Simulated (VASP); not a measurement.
Set up this calculation in VASP 6.6.1, as the native input.

| Item | Value |
| --- | --- |
| Task | single point |
| Functional | PBE |
| Potentials or basis | VASP PAW PBE potentials, release 64 (Nb_sv, Si) |
| Cutoff | 520 eV |
| k mesh | 4 × 4 × 4 |
| Occupations | gaussian, width 0.1 eV |
| Spin | no spin polarisation |
| Dipole correction | no |
| Further INCAR settings | ALGO = Normal; EDIFF = 1e-06; NBANDS = 36 |

The structure of Nb4Si lies in POSCAR:

```
Nb4Si
1.0
    4.6562591574      0.0000000000      0.0000000000
    0.0000000000      4.6562591574      0.0000000000
    0.0000000000      0.0000000000      4.6562591574
Nb Si
4 1
Direct
    0.5000000000      0.0000000000      0.0000000000
    0.0000000000      0.5000000000      0.0000000000
    0.0000000000      0.0000000000      0.5000000000
    0.5000000000      0.5000000000      0.5000000000
    0.0000000000      0.0000000000      0.0000000000
```

The cell was generated, and may not be a known phase.

The input as run:

INCAR

```
PREC = Accurate
ENCUT = 520
EDIFF = 1E-6
ISMEAR = 0
SIGMA = 0.1
LREAL = F
LASPH = T
NELM = 100
ALGO = Normal
ISIF = 2
LWAVE = F
LCHARG = T
GGA = PE
LELF = T
LVHAR = T
NBANDS = 36
```

KPOINTS

```
regular mesh
0
Gamma
  4 4 4
```

Potentials or basis: VASP PAW PBE potentials, release 64 (Nb_sv, Si).

Launch:

```console
$ cat potpaw_PBE.64/Nb_sv/POTCAR potpaw_PBE.64/Si/POTCAR > POTCAR
$ mpirun -np 1 vasp_std > vasp.out
```

It gave:

```yaml
Pressure: -0.2 GPa
Band_gap_on_the_k_mesh: zero (bands 28 and 29 overlap by 0.61 eV)
```

It took 37 s on 1 thread of Intel(R) Xeon(R) Platinum 8559C (Emerald Rapids) (shared host), peak memory 0.2 GiB.
